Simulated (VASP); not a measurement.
**AlN: single point with PBE**

Crystal: AlN.

```xyz
4
Lattice="3.1110 0.0000 0.0000 -1.5555 2.6942 0.0000 0.0000 0.0000 4.9780" Properties=species:S:1:pos:R:3 pbc="T T T"
Al    0.0000    1.6911    0.0000
Al    1.5555    1.0031    2.4890
N     0.0000    1.8898    1.9165
N     1.5555    0.8044    4.4055
```

This cell differs from its parent crystal: mode 4 (239.4 1/cm) frozen in, largest displacement +0.105 Å.

* Program: VASP 6.6.1
* Task: single point
* Functional: PBE
* Potentials or basis: VASP PAW PBE potentials, release 64 (Al, N)
* Cutoff: 520 eV
* k mesh: 12 × 12 × 6
* Occupations: gaussian, width 0.05 eV
* Spin: no spin polarisation

```json
{
 "Pressure": "3.5 GPa",
 "Largest force": "0.599 eV/Å",
 "Band gap on the k mesh": "4.04 eV, direct"
}
```

Forces in eV/Å, atoms in the order of the input:
```
Al   0.000  0.546  0.245
Al   0.000 -0.546  0.245
N    0.000 -0.303 -0.245
N    0.000  0.303 -0.245
```

Stress tensor (GPa, compression positive):
```
4.09 0.00 0.00
0.00 3.81 0.00
0.00 0.00 2.70
```

Levels at points of the mesh, in eV from the valence-band top:
| k point | band 4 | band 5 | band 6 | band 7 | band 8 | band 9 | band 10 | band 11 | band 12 | band 13 |
| --- | --- | --- | --- | --- | --- | --- | --- | --- | --- | --- |
| (0.00, 0.00, 0.00) | -1.05 | -0.95 | -0.51 | -0.23 | 0.00 | 4.04 | 6.54 | 10.37 | 10.72 | 11.43 |
| (0.50, 0.00, 0.00) | -4.22 | -3.54 | -2.21 | -1.62 | -0.84 | 5.38 | 5.81 | 7.85 | 9.97 | 10.80 |
| (0.00, 0.50, 0.00) | -4.51 | -3.17 | -2.25 | -2.20 | -0.89 | 5.51 | 6.33 | 8.25 | 9.98 | 10.78 |
| (0.00, 0.00, 0.50) | -3.40 | -0.73 | -0.73 | -0.65 | -0.65 | 6.31 | 6.31 | 10.18 | 10.18 | 11.29 |
| (0.50, 0.00, 0.50) | -5.71 | -1.72 | -1.72 | -1.37 | -1.37 | 5.24 | 5.24 | 8.98 | 8.98 | 11.63 |
| (0.00, 0.50, 0.50) | -5.78 | -1.64 | -1.64 | -1.27 | -1.27 | 5.03 | 5.03 | 9.09 | 9.09 | 11.63 |

Wall time 33 s on 1 thread of Intel(R) Xeon(R) 6975P-C (Granite Rapids) (shared host), peak memory 0.22 GiB.

Caveat: the cell differs from its parent crystal (mode 4 (239.4 1/cm) frozen in, largest displacement +0.105 Å). A k mesh can miss the band edges.
